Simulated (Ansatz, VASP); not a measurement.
## One calculation of TiGaC4N4, two programs

```
CELL_PARAMETERS angstrom
5.99703 0.00000 0.00000
0.00000 5.99703 0.00000
0.00000 0.00000 5.99703
ATOMIC_POSITIONS crystal
Ti 0.00000 0.00000 0.00000
Ga 0.50000 0.50000 0.50000
C 0.20499 0.20499 0.20499
C 0.20499 0.79501 0.79501
C 0.79501 0.20499 0.79501
C 0.79501 0.79501 0.20499
N 0.31880 0.31880 0.31880
N 0.31880 0.68120 0.68120
N 0.68120 0.31880 0.68120
N 0.68120 0.68120 0.31880
```

Alike in both runs: functional PBE; k mesh 6 × 6 × 6; occupations gaussian, width 0.1 eV; collinear spin.

Ansatz relaxed the structure, and its values are those at the end. VASP's run is a single point on that final structure, the one shown.

|  | VASP | Ansatz |
| --- | --- | --- |
| version | VASP 6.6.1 | Ansatz 0.2.0 |
| potentials or method | VASP PAW PBE potentials, release 64 (Ti_sv, Ga_d, C, N), cutoff 600 eV | scalar-relativistic, plane waves, PAW |
| valence electrons in the cell | 61 | 61 |

Ansatz gave:

| Property | Result |
| --- | --- |
| gap on the k mesh at the Fermi level (eV) | none |
| pressure (GPa) | 0.0 |
| rms of the force components (eV/Å) | 0.000 |
| net moment per atom (μB) | 0.30 |
| size of the moment on the site where the two differ most (μB) | 1.10 |

Q: What did VASP give for the same quantities?

A: gap on the k mesh at the Fermi level (eV): none; pressure (GPa): 0.2; rms of the force components (eV/Å): 0.158; net moment per atom (μB): 0.30; size of the moment on the site where the two differ most (μB): 1.42.

Site moments also hang on the region over which each program counts them. A gap of «none» marks a metal or a gap that the smearing closes. One of these differences is far larger than is usual between the two programs; its cause wasn't traced.

Noted on VASP's run: the standard files for N, O and F lose accuracy on very short bonds.
